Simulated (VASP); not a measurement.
Crystal: Cu.

```
Cu
1.0
    -1.44279    1.44279    1.37608
     1.44279   -1.44279    1.37608
     1.44279    1.44279   -1.37608
Cu
1
Direct
  0.00000 0.00000 0.00000
```

| Quantity | Value |
| --- | --- |
| Program | VASP 6.6.1 |
| Task | relaxation of cell and atoms |
| Functional | RPBE |
| Potentials or basis | VASP PAW PBE potentials, release 64 (Cu_sv_GW) |
| Cutoff | 820 eV |
| k mesh | 13 × 13 × 13 |
| Occupations | fermi-dirac, width 0.05 eV |
| Spin | no spin polarisation |

At the start: pressure 10.8 GPa; volume 11.46 Å³/atom.

Question: Where does the relaxation end?

Answer: Over 8 steps the energy falls by 24.3 meV/atom and the volume is 12.21 Å³/atom (+6.6 %); space group I4/mmm (No. 139, to 0.1 Å) before and after.

The path:
```
step  energy change (eV)  largest force (eV/Å)  pressure (GPa)  volume (Å³)
   1              0.0000                0.0000           10.77        11.46
   2             -0.0134                0.0000           -5.88        12.78
   3             -0.0242                0.0000           -0.02        12.22
   4             -0.0242                0.0000            0.11        12.21
   5             -0.0242                0.0000            0.20        12.21
   6             -0.0243                0.0000            0.20        12.21
   7             -0.0243                0.0000            0.18        12.21
   8             -0.0243                0.0000            0.11        12.21
```

Final structure:
```xyz
1
Lattice="-1.4777 1.4777 1.3980 1.4777 -1.4777 1.3980 1.4777 1.4777 -1.3980" Properties=species:S:1:pos:R:3 pbc="T T T"
Cu    0.0000    0.0000    0.0000
```

Caveat: the PAW data sets were made with another functional, which shifts forces and pressure a little.
